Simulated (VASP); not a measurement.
# KI: single point with PBEsol

KI:

```xyz
2
Lattice="0.0000 3.8065 3.5246 3.8065 0.0000 3.5246 3.8065 3.8065 0.0000" Properties=species:S:1:pos:R:3 pbc="T T T"
K     0.0000    0.0000    0.0000
I     3.8065    3.8065    3.5246
```

This cell differs from its parent crystal: strain +0.080 along x and y, +0.000 along z.

| Item | Value |
| --- | --- |
| Program | VASP 6.6.1 |
| Task | single point |
| Functional | PBEsol |
| Potentials or basis | VASP PAW PBE potentials, release 64 (K_sv, I) |
| Cutoff | 520 eV |
| k mesh | 6 × 6 × 6 |
| Occupations | gaussian, width 0.05 eV |
| Spin | no spin polarisation |

```yaml
Pressure: -1.2 GPa
Band_gap_on_the_k_mesh: 3.54 eV
```

Stress tensor (GPa, compression positive):
```
-1.49  0.00  0.00
 0.00 -1.49  0.00
 0.00  0.00 -0.64
```

Levels at points of the mesh, in eV from the valence-band top:
| k point | band 4 | band 5 | band 6 | band 7 | band 8 | band 9 | band 10 | band 11 | band 12 | band 13 |
| --- | --- | --- | --- | --- | --- | --- | --- | --- | --- | --- |
| (0.00, 0.00, 0.00) | -12.15 | -10.36 | -0.02 | 0.00 | 0.00 | 3.54 | 6.33 | 6.33 | 6.76 | 6.96 |
| (0.50, 0.00, 0.00) | -12.15 | -10.20 | -1.06 | -0.25 | -0.25 | 5.23 | 7.09 | 7.52 | 8.08 | 8.40 |
| (0.50, 0.50, 0.00) | -12.16 | -10.26 | -0.78 | -0.36 | -0.36 | 4.99 | 5.43 | 8.03 | 8.19 | 8.24 |
| (0.50, 0.00, 0.50) | -12.16 | -10.27 | -0.82 | -0.32 | -0.22 | 5.06 | 5.35 | 7.82 | 7.83 | 8.27 |

Run time: 56 s on 1 thread of AMD EPYC 7R43 64-Core Processor (Zen 3), on a shared host, peak memory 0.21 GiB.

Caveat: the cell differs from its parent crystal (strain +0.080 along x and y, +0.000 along z); the PAW data sets were made with another functional, which shifts forces and pressure a little; spin-orbit coupling is left out, which moves the levels of the heavy elements.
